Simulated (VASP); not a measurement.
# TaN in VASP: a series of runs, part 2 of 2

VASP 6.6.1. Earlier steps stand in the parts before.

## Step 3: Single point, PBEsol

The input, INCAR:

```
PREC = Accurate
ENCUT = 520
EDIFF = 1E-6
ISMEAR = 0
SIGMA = 0.1
LREAL = F
LASPH = T
NELM = 80
ALGO = Fast
ISIF = 2
LWAVE = F
LCHARG = T
LDIPOL = T
IDIPOL = 3
DIPOL = 0.5 0.5 0.500
GGA = PS
LELF = T
LVHAR = T
LVACPOTAV = T
NBANDS = 60
ISYM = 0
```

The input, KPOINTS:

```
Automatic mesh
0
Gamma
  13 9 1
```

The input, POSCAR:

```
TaN
1.0
    2.9239890447      0.0000000000      0.0000000000
   -1.4619945224      3.8279708918      0.0000000000
    0.0000000000      0.0000000000     26.0776217344
N Ta
6 6
Direct
    0.7187990825      0.4375981650      0.2876029140
    0.4375981650      0.8751963301      0.3604247720
    0.1563972476      0.3127944951      0.4332466301
    0.8751963301      0.7503926602      0.5060684882
    0.5939954126      0.1879908252      0.5788903462
    0.3127944951      0.6255889903      0.6517122043
    0.1511316513      0.3022633026      0.3482877957
    0.8699307338      0.7398614676      0.4211096538
    0.5887298163      0.1774596327      0.4939315118
    0.3075288989      0.6150577977      0.5667533699
    0.0263279814      0.0526559627      0.6395752280
    0.7451270639      0.4902541278      0.7123970860
```

Potentials or basis: VASP PAW PBE potentials, release 64 (N, Ta_pv).

Command:

```sh
cat potpaw_PBE.64/N/POTCAR potpaw_PBE.64/Ta_pv/POTCAR > POTCAR
mpirun -np 1 vasp_std > vasp.out
```

OUTCAR:

```text
PREC = Accurate
   ENCUT = 520
   EDIFF = 1E-6
   ISMEAR = 0
   LREAL = F
   LASPH = T
   NELM = 80
   ISIF = 2
   GGA = PS
   ISYM = 0

 ion  position               nearest neighbor table
   1  0.719  0.438  0.288-   7 2.22   7 2.22
   2  0.438  0.875  0.360-   7 2.22   7 2.22   7 2.22   8 2.22   8 2.22
   3  0.156  0.313  0.433-   9 2.22   7 2.22   9 2.22   8 2.22   8 2.22   8 2.22
   4  0.875  0.750  0.506-  10 2.22   8 2.22  10 2.22   9 2.22   9 2.22   9 2.22
   5  0.594  0.188  0.579-   9 2.22  10 2.22  10 2.22  10 2.22  11 2.22  11 2.22
   6  0.313  0.626  0.652-  11 2.22  12 2.22  10 2.22  12 2.22  11 2.22  11 2.22
   7  0.151  0.302  0.348-   1 2.22   1 2.22   3 2.22   2 2.22   2 2.22   2 2.22   8 2.87   8 2.92
                             8 2.92
   8  0.870  0.740  0.421-   4 2.22   3 2.22   3 2.22   3 2.22   2 2.22   2 2.22   9 2.87   7 2.87
                             9 2.92   9 2.92   7 2.92   7 2.92
   9  0.589  0.177  0.494-   3 2.22   5 2.22   3 2.22   4 2.22   4 2.22   4 2.22   8 2.87  10 2.87
                             8 2.92   8 2.92  10 2.92  10 2.92
  10  0.308  0.615  0.567-   4 2.22   6 2.22   4 2.22   5 2.22   5 2.22   5 2.22  11 2.87   9 2.87
                             9 2.92  11 2.92  11 2.92   9 2.92
  11  0.026  0.053  0.640-   6 2.22   6 2.22   6 2.22   5 2.22   5 2.22  12 2.87  10 2.87  12 2.92
                            12 2.92  10 2.92  10 2.92
  12  0.745  0.490  0.712-   6 2.22   6 2.22  11 2.87  11 2.92  11 2.92

IMPORTANT INFORMATION: All symmetrisations will be switched off!
NOSYMM: (Re-)initialisation of all symmetry stuff for point group C_1.

----------------------------------------------------------------------------------------

                                     Primitive cell

  volume of cell :     291.8854

  direct lattice vectors                    reciprocal lattice vectors
     2.923989045  0.000000000  0.000000000     0.341998545  0.130617503  0.000000000
    -1.461994522  3.827970892  0.000000000     0.000000000  0.261235006  0.000000000
     0.000000000  0.000000000 26.077621734     0.000000000  0.000000000  0.038347055

  length of vectors
     2.923989045  4.097656541 26.077621734     0.366092799  0.261235006  0.038347055
[... 168 lines left out ...]

 Free energy of the ion-electron system (eV)
  ---------------------------------------------------
  ext. energy  EPLUGINS =         0.00000000
  ---------------------------------------------------
  free energy    TOTEN  =      -133.73078499 eV

  energy without entropy =     -133.69567099  energy(sigma->0) =     -133.71322799

 E-fermi :   0.1232     XC(G=0):  -6.9365

 val. band max:        0.1212084146   @ k =  -0.3077   0.1111   0.0000
 cond. band min:       0.1243183750   @ k =   0.3077   0.3333   0.0000
 fundamental gap:      0.0031099604
 Fermi energy:         0.1231531056

 k-point     1 :       0.0000    0.0000    0.0000
  band No.  band energies     occupation
      1     -35.2224      2.00000
      2     -35.1293      2.00000
      3     -35.0663      2.00000
      4     -34.9226      2.00000
      5     -34.8305      2.00000
      6     -34.7792      2.00000
[... 1501 lines left out ...]
     59       3.3736      0.00000
     60       3.6392      0.00000

 [... further k-points ...]

------------------------ aborting loop because EDIFF is reached ----------------------------------------

  FORCE on cell =-STRESS in cart. coord.  units (eV):
  Direction    XX          YY          ZZ          XY          YZ          ZX
  --------------------------------------------------------------------------------------
  -------------------------------------------------------------------------------------
  Total       -8.1661139     -7.6190226     -7.1653373      0.0004993      4.5374812     -0.0007235
  in kB      -44.8243157    -41.8212967    -39.3309894      0.0027405     24.9065210     -0.0039715
  external PRESSURE =     -41.9922006 kB  Pullay stress =       0.0000000 kB

 VOLUME and BASIS-vectors are now :
 -----------------------------------------------------------------------------
  energy-cutoff  :      520.00
  volume of cell :      291.89
      direct lattice vectors                 reciprocal lattice vectors
     2.923989045  0.000000000  0.000000000     0.341998545  0.130617503  0.000000000
    -1.461994522  3.827970892  0.000000000     0.000000000  0.261235006  0.000000000
     0.000000000  0.000000000 26.077621734     0.000000000  0.000000000  0.038347055

 POSITION                                       TOTAL-FORCE (eV/Angst)
 -----------------------------------------------------------------------------------
      1.46199      1.67511      7.50000        -0.000040     -1.825393      4.935304
     -0.00000      3.35023      9.39902        -0.000109     -0.611051      2.323353
      0.00000      1.19737     11.29804         0.000356     -0.351492      0.486021
      1.46199      2.87248     13.19706         0.000121     -0.060771      0.161793
      1.46199      0.71962     15.09608        -0.000007     -0.037420      0.003685
     -0.00000      2.39474     16.99510        -0.000323      0.057798     -0.111129
     -0.00000      1.15706      9.08252        -0.000032      1.839873     -7.133830
      1.46199      2.83217     10.98154        -0.000225      0.771980     -0.772272
      1.46199      0.67931     12.88056         0.000052      0.136665     -0.068591
      0.00000      2.35442     14.77958         0.000328      0.012962     -0.023308
      0.00000      0.20157     16.67860         0.000477      0.030039      0.477210
      1.46199      1.87668     18.57762        -0.000598      0.036811     -0.278235
 -----------------------------------------------------------------------------------
    total drift:                                0.000064      0.000680      0.000122

  FREE ENERGIE OF THE ION-ELECTRON SYSTEM (eV)
  ---------------------------------------------------
  free  energy   TOTEN  =      -133.7307849923 eV

  energy  without entropy=     -133.6956709903  energy(sigma->0) =     -133.71322799

 vacuum level on the upper side and lower side of the slab         4.381         7.912
```

Run time: 52 min. Hardware: 1 thread of Oxide Virtual Turin-like, shared host; peak memory 0.82 GiB.

Results:

| Item | Value |
| --- | --- |
| Free energy | -133.7308 eV |
| Largest force | 7.367 eV/Å |
| Band gap on the k mesh | zero (bands 48 and 49 overlap by 0.54 eV) |

Forces in eV/Å, atoms in the order of the input:
```
N    0.000 -1.825  4.935
N    0.000 -0.611  2.323
N    0.000 -0.351  0.486
N    0.000 -0.061  0.162
N    0.000 -0.037  0.004
N    0.000  0.058 -0.111
Ta   0.000  1.840 -7.134
Ta   0.000  0.772 -0.772
Ta   0.000  0.137 -0.069
Ta   0.000  0.013 -0.023
Ta   0.000  0.030  0.477
Ta  -0.001  0.037 -0.278
```

Levels at points of the mesh, in eV from the Fermi level:
```tsv
k point	band 45	band 46	band 47	band 48	band 49	band 50	band 51	band 52
(0.00, 0.00, 0.00)	-1.14	-0.80	-0.54	-0.23	-0.15	0.65	1.47	2.01
```

Caveat: the PAW data sets were made with another functional, which shifts forces and pressure a little; spin-orbit coupling is left out, which moves the levels of the heavy elements.
